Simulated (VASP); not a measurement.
A run of VASP 6.6.1 is set up as follows.

POSCAR

```
KTaO3
1.0
    3.9901311030      0.0000000000      0.0000000000
    0.0000000000      3.9901311030      0.0000000000
    0.0000000000      0.0000000000      4.1497363471
K Ta O
1 1 3
Direct
    0.0000000000      0.0000000000      0.0000000000
    0.5000000000      0.5000000000      0.5000000000
    0.5000000000      0.5000000000      0.0000000000
    0.5000000000      0.0000000000      0.5000000000
    0.0000000000      0.5000000000      0.5000000000
```

INCAR.step1

```
SYSTEM = KTaO3
ALGO = Normal ; EDIFF = 1E-4
ENCUT = 520 ; GGA = PE
GGA_COMPAT = .False. ; ISMEAR = 0
LASPH = .True. ; LCHARG = .False.
LMAXMIX = 4 ; LREAL = .False.
LSORBIT = .True. ; LWAVE = .True.
MAGMOM = 0 0 0 0 0 0 0 0 0 0 0 0 0 0 0 ; NBANDS = 53
NELM = 150 ; PREC = Accurate
SIGMA = 0.01
```

The input INCAR.step2:

```
SYSTEM = KTaO3
ALGO = Normal ; EDIFF = 1E-6
ENCUT = 520 ; GGA_COMPAT = .False.
ISIF = 2 ; ISMEAR = 0
ISTART = 1 ; LASPH = .True.
LCHARG = .False. ; LMAXMIX = 4
LMIXTAU = .True. ; LORBIT = 11
LORBMOM = .True. ; LREAL = .False.
LSORBIT = .True. ; LWAVE = .False.
MAGMOM = 0 0 0 0 0 0 0 0 0 0 0 0 0 0 0 ; METAGGA = R2SCAN
NBANDS = 53 ; NELM = 150
PREC = Accurate ; SIGMA = 0.01
```

File KPOINTS:

```
k-points
0
Gamma
  6 6 6
  0 0 0
```

Potentials or basis: VASP PAW PBE potentials, release 64 (K_sv, Ta_pv, O).

Run with:

```bash
$ cat potpaw_PBE.64/K_sv/POTCAR potpaw_PBE.64/Ta_pv/POTCAR potpaw_PBE.64/O/POTCAR > POTCAR
$ cp INCAR.step1 INCAR
$ mpirun -np 1 vasp_ncl > vasp.out
$ cp INCAR.step2 INCAR
$ mpirun -np 1 vasp_ncl > vasp.out
```

Q: Predict the pressure.

A: -6.0 GPa.

Q: Estimate the net moment.

A: 0.00 μB per cell.

Moments on the atoms (μB; x, y, z):
```
K   0.00 0.00 0.00
Ta  0.00 0.00 0.00
O   0.00 0.00 0.00
O   0.00 0.00 0.00
O   0.00 0.00 0.00
```

Caveat: the cell differs from its parent crystal (uniaxial z strain +4.0%); the stress differs along the axes, from -14 to -2 GPa; the PAW data sets were made with another functional, which shifts forces and pressure a little.
